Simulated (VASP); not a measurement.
# Pt (C2/c) in VASP: a series of runs

Pt is run at these levels: PBEsol; tasks: single point.

Everything below comes from runs of VASP 6.6.1. Logs are shortened: lines on timing, memory, paths and dates and some standing lists are left out, and cuts for length are marked.

**1. The cell of the first run**

The structure is monoclinic, space group C2/c (No. 15). Conventional cell: a = 2.763 Å, b = 4.782 Å, c = 4.796 Å, α = 90.00°, β = 94.30°, γ = 90.00°. Pt (site symmetry 2) has 12 Pt at 2.76 to 2.96 Å within 3.6 Å.

**2. Single point, PBEsol (strain -0.0750 x Voigt [0, 0, 0, 0, 1, 0])**

Contents of INCAR:

```
ALGO = Fast
EDIFF = 1E-6
ENCUT = 520
GGA = PS
ISIF = 2
ISMEAR = 0
LASPH = T
LCHARG = F
LREAL = F
LWAVE = F
NBANDS = 17
NELM = 60
PREC = Accurate
SIGMA = 0.15
```

Contents of KPOINTS:

```
k-points
0
Gamma
  18 18 10
```

Contents of POSCAR:

```
Pt
1.0
    2.7606656158      0.0000000000     -0.1035249606
   -1.3803328079      2.3908065546      0.0517624803
   -0.1797050250      0.0000000000      4.7921340000
Pt
2
Direct
    0.6666666667      0.3333333333      0.7500000000
    0.3333333333      0.6666666667      0.2500000000
```

Potentials or basis: VASP PAW PBE potentials, release 64 (Pt).

The run is started by

```
> cat potpaw_PBE.64/Pt/POTCAR > POTCAR
> mpirun -np 1 vasp_std > vasp.out
```

OUTCAR:

```text
EDIFF = 1E-6
   ENCUT = 520
   GGA = PS
   ISIF = 2
   ISMEAR = 0
   LASPH = T
   LREAL = F
   NELM = 60
   PREC = Accurate

 ion  position               nearest neighbor table
   1  0.667  0.333  0.750-   2 2.79   2 2.79   2 2.88   2 2.88   2 2.96   2 2.96
   2  0.333  0.667  0.250-   1 2.79   1 2.79   1 2.88   1 2.88   1 2.96   1 2.96

  LATTYP: Found a base centered monoclinic cell.
 ALAT       =     2.7626060269
 B/A-ratio  =     1.7308342423
 C/A-ratio  =     1.7358618054
 COS(beta)  =    -0.0748946794

  Lattice vectors:

 A1 = (   1.3803328079,  -2.3908065546,  -0.0517624803)
 A2 = (   1.3803328079,   2.3908065546,  -0.0517624803)
 A3 = (  -0.1797050250,   0.0000000000,   4.7921340000)

Analysis of symmetry for initial positions (statically):
=====================================================================
 Subroutine PRICEL returns:
 Original cell was already a primitive cell.

 Routine SETGRP: Setting up the symmetry group for a
 base centered monoclinic supercell.

 Subroutine GETGRP returns: Found  4 space group operations
 (whereof  2 operations were pure point group operations)
 out of a pool of  4 trial point group operations.

The static configuration has the point symmetry S_2 .
 The point group associated with its full space group is C_2h.

Analysis of symmetry for dynamics (positions and initial velocities):
=====================================================================
 Subroutine PRICEL returns:
 Original cell was already a primitive cell.

 Routine SETGRP: Setting up the symmetry group for a
 base centered monoclinic supercell.

 Subroutine GETGRP returns: Found  4 space group operations
 (whereof  2 operations were pure point group operations)
 out of a pool of  4 trial point group operations.

The dynamic configuration has the point symmetry S_2 .
 The point group associated with its full space group is C_2h.

 Subroutine INISYM returns: Found  4 space group operations
 (whereof  2 operations are pure point group operations),
 and found     1 'primitive' translations

----------------------------------------------------------------------------------------

                                     Primitive cell

  volume of cell :      31.5846

  direct lattice vectors                    reciprocal lattice vectors
     2.760665616  0.000000000 -0.103524961     0.362741588  0.209134444  0.013602810
    -1.380332808  2.390806555  0.051762480     0.000000000  0.418268888  0.000000000
    -0.179705025  0.000000000  4.792134000     0.007836344  0.000000000  0.208969163

  length of vectors
     2.762606027  2.761150846  4.795502285     0.418931632  0.418268888  0.209116043

  position of ions in fractional coordinates (direct lattice)
     0.666666667  0.333333333  0.750000000
     0.333333333  0.666666667  0.250000000

  ion indices of the primitive-cell ions
   primitive index   ion index
                 1           1
                 2           2

----------------------------------------------------------------------------------------

 KPOINTS: k-points

Automatic generation of k-mesh.
 Grid dimensions read from file:
 generate k-points for:   18   18   10

 Generating k-lattice:

  Cartesian coordinates                     Fractional coordinates (reciprocal lattice)
     0.020152310  0.011618580  0.000755712     0.055555556  0.000000000  0.000000000
     0.000000000  0.023237160  0.000000000     0.000000000  0.055555556  0.000000000
     0.000783634  0.000000000  0.020896916     0.000000000  0.000000000  0.100000000

  Length of vectors
     0.023273980  0.023237160  0.020911604

  Shift w.r.t. Gamma in fractional coordinates (k-lattice)
     0.000000000  0.000000000  0.000000000

 Subroutine IBZKPT returns following result:
 ===========================================

 Found    866 irreducible k-points:

 Following reciprocal coordinates:
            Coordinates               Weight
  0.000000  0.000000  0.000000      1.000000
  0.055556 -0.000000  0.000000      4.000000
  0.111111 -0.000000  0.000000      4.000000
  0.166667 -0.000000 -0.000000      4.000000
  0.222222 -0.000000  0.000000      4.000000
  0.277778 -0.000000  0.000000      4.000000
[... 16 lines left out ...]
 -0.333333  0.055556  0.000000      4.000000
 -0.277778  0.055556  0.000000      4.000000
 [... further k-points ...]
   k-points           NKPTS =    866   k-points in BZ     NKDIM =    866   number of bands    NBANDS=     17
   number of dos      NEDOS =    301   number of ions     NIONS =      2
   total plane-waves  NPLWV =  20736
   dimension x,y,z NGX =    24 NGY =   24 NGZ =   36
   dimension x,y,z NGXF=    48 NGYF=   48 NGZF=   72
   ions per type =               2
   NGX,Y,Z   is equivalent  to a cutoff of  14.44, 14.45, 12.48 a.u.
   NGXF,Y,Z  is equivalent  to a cutoff of  28.89, 28.90, 24.96 a.u.
 SYSTEM =  unknown system
   PREC   = accura    normal or accurate (medium, high low for compatibility)
   ISTART =      0    job   : 0-new  1-cont  2-samecut
   ICHARG =      2    charge: 1-file 2-atom 10-const
   ISPIN  =      1    spin polarized calculation?
   LNONCOLLINEAR =      F non collinear calculations
   LSORBIT =      F    spin-orbit coupling
   LASPH  =      T    aspherical Exc in radial PAW
   ENCUT  =  520.0 eV  38.22 Ry    6.18 a.u.   5.14  5.13  8.92*2*pi/ulx,y,z
   NELM   =     60;   NELMIN=  2; NELMDL= -5     # of ELM steps
   EDIFF  = 0.1E-05   stopping-criterion for ELM
   LREAL  =      F    real-space projection
[... 7 lines left out ...]
   TEBEG  =    0.0;   TEEND  =   0.0 temperature during run
   PSTRESS=    0.0 pullay stress
   NELECT =      20.0000    total number of electrons
   NUPDOWN=      -1.0000    fix difference up-down
   EMIN   =  10.00;   EMAX   =-10.00  energy-range for DOS
   EFERMI =   0.00;   METHOD = LEGACY
   ISMEAR =     0;   SIGMA  =   0.15  broadening in eV -4-tet -1-fermi 0-gaus
   EFERMI_NEDOS =   21; number of points for ismear=-14 and -15
   IALGO  =     68    algorithm
   IMIX   =      4    mixing-type and parameters
     AMIX     =   0.40;   BMIX     =  1.00
     AMIX_MAG =   1.60;   BMIX_MAG =  1.00
  volume/ion in A,a.u.               =      15.79       106.57
  Fermi-wavevector in a.u.,A,eV,Ry     =   1.405808  2.656593 26.889158  1.976297
  Thomas-Fermi vector in A             =   2.528232
   LORBIT       =      0    0 simple, 1 ext, 2 COOP (PROOUT), +10 PAW based schemes
   GGA     = PS    functional components
   LHFCALC =     F    Hartree Fock is set to
   AEXX    =    0.0000 exact exchange contribution
   IVDW    =     0    specifies the selected vdW correction
   LEPSILON=     F    determine dielectric tensor
   LRPA    =     F    only Hartree local field effects (RPA)
 non-spin polarized calculation
 RMM-DIIS sequential band-by-band and
 Gauss-broadening in eV      SIGMA  =   0.15
  energy-cutoff  :      520.00
  volume of cell :       31.58
 maximum number of plane-waves:       862
 NGX is ok and might be reduce to    24
   NGX = 11   NGY = 11   NGZ = 17

 number of electron      20.0000005 magnetization

 Free energy of the ion-electron system (eV)
  ---------------------------------------------------
  ext. energy  EPLUGINS =         0.00000000
  ---------------------------------------------------
  free energy    TOTEN  =       -13.76623050 eV

  energy without entropy =      -13.72773893  energy(sigma->0) =      -13.74698471

 E-fermi :  10.2070     XC(G=0): -13.3504

 val. band max:       10.2052242917   @ k =  -0.4444  -0.2778   0.2000
 cond. band min:      10.2077974966   @ k =   0.5000  -0.0000   0.0000
 fundamental gap:      0.0025732049
 Fermi energy:        10.2069647849

 k-point     1 :       0.0000    0.0000    0.0000
  band No.  band energies     occupation
      1       0.4425      2.00000
      2       3.1310      2.00000
      3       6.1897      2.00000
      4       6.7841      2.00000
      5       6.7867      2.00000
      6       7.1244      2.00000
[... 9 lines left out ...]
     16      27.3892      0.00000
     17      31.2108      0.00000

 k-point     2 :       0.0556   -0.0000    0.0000
  band No.  band energies     occupation
      1       0.5550      2.00000
      2       3.2342      2.00000
      3       6.1930      2.00000
      4       6.7617      2.00000
      5       6.8714      2.00000
      6       7.0736      2.00000
[... 9 lines left out ...]
     16      27.5391      0.00000
     17      30.4382      0.00000

 k-point     3 :       0.1111   -0.0000    0.0000
  band No.  band energies     occupation
      1       0.8842      2.00000
      2       3.5256      2.00000
      3       6.1432      2.00000
      4       6.7458      2.00000
      5       6.9501      2.00000
      6       7.1222      2.00000
[... 9 lines left out ...]
     16      27.7420      0.00000
     17      29.3957      0.00000

 k-point     4 :       0.1667   -0.0000   -0.0000
  band No.  band energies     occupation
      1       1.4033      2.00000
      2       3.9344      2.00000
      3       6.0061      2.00000
      4       6.6083      2.00000
      5       6.8355      2.00000
      6       7.1438      2.00000
[... 9 lines left out ...]
     16      27.8022      0.00000
     17      28.0701      0.00000

 k-point     5 :       0.2222   -0.0000    0.0000
  band No.  band energies     occupation
      1       2.0571      2.00000
      2       4.2818      2.00000
      3       5.9296      2.00000
      4       6.2332      2.00000
      5       6.4037      2.00000
      6       7.4292      2.00000
[... 9 lines left out ...]
     16      26.8169      0.00000
     17      28.4974      0.00000

 k-point     6 :       0.2778   -0.0000    0.0000
  band No.  band energies     occupation
      1       2.7447      2.00000
      2       4.3457      2.00000
      3       5.5658      2.00000
      4       6.1940      2.00000
      5       6.3966      2.00000
      6       7.4447      2.00000
[... 9 lines left out ...]
     16      25.7220      0.00000
     17      27.5594      0.00000

 k-point     7 :       0.3333   -0.0000    0.0000
  band No.  band energies     occupation
      1       3.3119      2.00000
      2       4.1989      2.00000
      3       5.1202      2.00000
      4       6.3047      2.00000
      5       6.7591      2.00000
      6       7.2730      2.00000
[... 9 lines left out ...]
     16      24.5156      0.00000
     17      25.7652      0.00000

 k-point     8 :       0.3889   -0.0000    0.0000
  band No.  band energies     occupation
      1       3.6376      2.00000
      2       4.0194      2.00000
      3       4.7903      2.00000
      4       6.5639      2.00000
      5       6.9229      2.00000
      6       7.1958      2.00000
[... 9 lines left out ...]
     16      23.1362      0.00000
     17      24.5399      0.00000
[... 203 lines left out ...]
      1       3.8660      2.00000
      2       3.9425      2.00000
      3       4.5570      2.00000
      4       6.6710      2.00000
      5       6.9731      2.00000
      6       7.4116      2.00000
[... 9 lines left out ...]
     16      22.0889      0.00000
     17      23.8159      0.00000

 k-point    20 :       0.5000    0.0556    0.0000
  band No.  band energies     occupation
      1       3.8668      2.00000
      2       3.9426      2.00000
      3       4.5572      2.00000
      4       6.7042      2.00000
      5       6.9400      2.00000
      6       7.3636      2.00000
[... 9 lines left out ...]
     16      22.1026      0.00000
     17      23.7881      0.00000

 k-point    21 :      -0.4444    0.0556    0.0000
  band No.  band energies     occupation
      1       3.8098      2.00000
      2       4.0256      2.00000
      3       4.6892      2.00000
      4       6.6951      2.00000
      5       6.9034      2.00000
      6       7.0875      2.00000
[... 9 lines left out ...]
     16      22.7544      0.00000
     17      24.2475      0.00000

 k-point    22 :      -0.3889    0.0556   -0.0000
  band No.  band energies     occupation
      1       3.5984      2.00000
      2       4.1869      2.00000
      3       4.9497      2.00000
      4       6.4133      2.00000
      5       6.8529      2.00000
      6       7.0102      2.00000
[... 9 lines left out ...]
     16      24.0783      0.00000
     17      25.1304      0.00000

 k-point    23 :      -0.3333    0.0556    0.0000
  band No.  band energies     occupation
      1       3.1395      2.00000
      2       4.3709      2.00000
      3       5.3316      2.00000
      4       6.1804      2.00000
      5       6.5189      2.00000
      6       7.1413      2.00000
[... 9 lines left out ...]
     16      25.2959      0.00000
     17      26.7709      0.00000

 k-point    24 :      -0.2778    0.0556    0.0000
  band No.  band energies     occupation
      1       2.4847      2.00000
      2       4.4404      2.00000
      3       5.7926      2.00000
      4       6.0230      2.00000
      5       6.3569      2.00000
      6       7.2894      2.00000
[... 9 lines left out ...]
     16      26.2908      0.00000
     17      28.1337      0.00000

 [... further k-points ...]
[... 5 lines left out ...]
  --------------------------------------------------------------------------------------
  -------------------------------------------------------------------------------------
  Total       -2.1054428     -2.2061044     -1.9415394      0.0000000      0.0000000      0.1972126
  in kB     -106.8016551   -111.9078652    -98.4874152      0.0000000      0.0000000     10.0038952
  external PRESSURE =    -105.7323118 kB  Pullay stress =       0.0000000 kB

 VOLUME and BASIS-vectors are now :
 -----------------------------------------------------------------------------
  energy-cutoff  :      520.00
  volume of cell :       31.58
      direct lattice vectors                 reciprocal lattice vectors
     2.760665616  0.000000000 -0.103524961     0.362741588  0.209134444  0.013602810
    -1.380332808  2.390806555  0.051762480     0.000000000  0.418268888  0.000000000
    -0.179705025  0.000000000  4.792134000     0.007836344  0.000000000  0.208969163

 POSITION                                       TOTAL-FORCE (eV/Angst)
 -----------------------------------------------------------------------------------
      1.24555      0.79694      3.54234         0.000000     -0.028652     -0.000000
     -0.04493      1.59387      1.19803        -0.000000      0.028652      0.000000
 -----------------------------------------------------------------------------------
    total drift:                               -0.000000      0.000000      0.000000

  FREE ENERGIE OF THE ION-ELECTRON SYSTEM (eV)
  ---------------------------------------------------
  free  energy   TOTEN  =       -13.7662304975 eV

  energy  without entropy=      -13.7277389307  energy(sigma->0) =      -13.74698471
```

Wall time 11 min (1 thread of Intel Xeon 8259CL, shared host); peak memory 0.44 GiB.

Results:

* Free energy: -13.7662 eV
* Pressure: -10.6 GPa
* Largest force: 0.029 eV/Å
* Band gap on the k mesh: zero (bands 10 and 11 overlap by 1.21 eV)

Forces on the atoms (eV/Å):
```
Pt   0.000 -0.029  0.000
Pt   0.000  0.029  0.000
```

Caveat: the cell differs from its parent crystal (strain -0.0750 x Voigt [0, 0, 0, 0, 1, 0]); the cell stands under tension; the PAW data sets were made with another functional, which shifts forces and pressure a little; spin-orbit coupling is left out, which moves the levels of the heavy elements.

**3. Single point, PBEsol (strain +0.0562 x Voigt [0, 0, 0, 0, 1, 0])**

Contents of INCAR:

```
PREC = Accurate ; ENCUT = 520
EDIFF = 1E-6 ; ISMEAR = 0
SIGMA = 0.15 ; LREAL = False
LASPH = True ; NELM = 60
ALGO = Fast ; ISIF = 2
LWAVE = False ; LCHARG = False
GGA = PS ; NBANDS = 17
```

Contents of KPOINTS:

```
regular mesh
0
Gamma
  18 18 10
```

Contents of POSCAR:

```
Pt
1.0
    2.7606656158      0.0000000000      0.0775747038
   -1.3803328079      2.3908065546     -0.0387873519
    0.1346589654      0.0000000000      4.7921340000
Pt
2
Direct
    0.6666666667      0.3333333333      0.7500000000
    0.3333333333      0.6666666667      0.2500000000
```

Potentials or basis: VASP PAW PBE potentials, release 64 (Pt).

The run is started by

```
> cat potpaw_PBE.64/Pt/POTCAR > POTCAR
> mpirun -np 1 vasp_std > vasp.out
```

It took 12 min on 1 thread of Intel Xeon 8259CL, shared host; peak memory 0.45 GiB.

Results (log left out):

- Free energy: -13.7682 eV
- Pressure: -10.8 GPa
- Largest force: 0.016 eV/Å
- Band gap on the k mesh: zero (bands 10 and 11 overlap by 1.20 eV)

Forces in eV/Å, atoms in the order of the input:
```
Pt   0.000 -0.016  0.000
Pt   0.000  0.016  0.000
```

Stress tensor (GPa, compression positive):
```
-10.88   0.00  -0.72
  0.00 -11.19   0.00
 -0.72   0.00 -10.46
```

Levels at points of the mesh, in eV from the Fermi level:
```csv
k point,band 7,band 8,band 9,band 10,band 11,band 12,band 13,band 14
"(0.00, 0.00, 0.00)",-3.05,-1.79,-1.74,-0.77,-0.24,-0.23,4.68,15.12
"(0.50, 0.00, 0.00)",-2.62,0.01,0.29,0.48,2.24,3.70,6.98,9.06
"(0.00, 0.50, 0.00)",-2.62,-0.03,0.29,0.48,2.24,3.70,7.21,8.79
"(0.00, 0.00, 0.50)",-3.34,-3.34,-1.02,-1.02,-0.57,-0.57,11.89,11.89
"(0.50, 0.00, 0.50)",-0.89,-0.88,0.35,0.45,1.52,1.85,6.06,6.81
"(0.00, 0.50, 0.50)",-0.87,-0.87,0.40,0.40,1.66,1.66,6.41,6.41
```

Caveat: the cell differs from its parent crystal (strain +0.0562 x Voigt [0, 0, 0, 0, 1, 0]); the cell stands under tension; the PAW data sets were made with another functional, which shifts forces and pressure a little; spin-orbit coupling is left out, which moves the levels of the heavy elements.
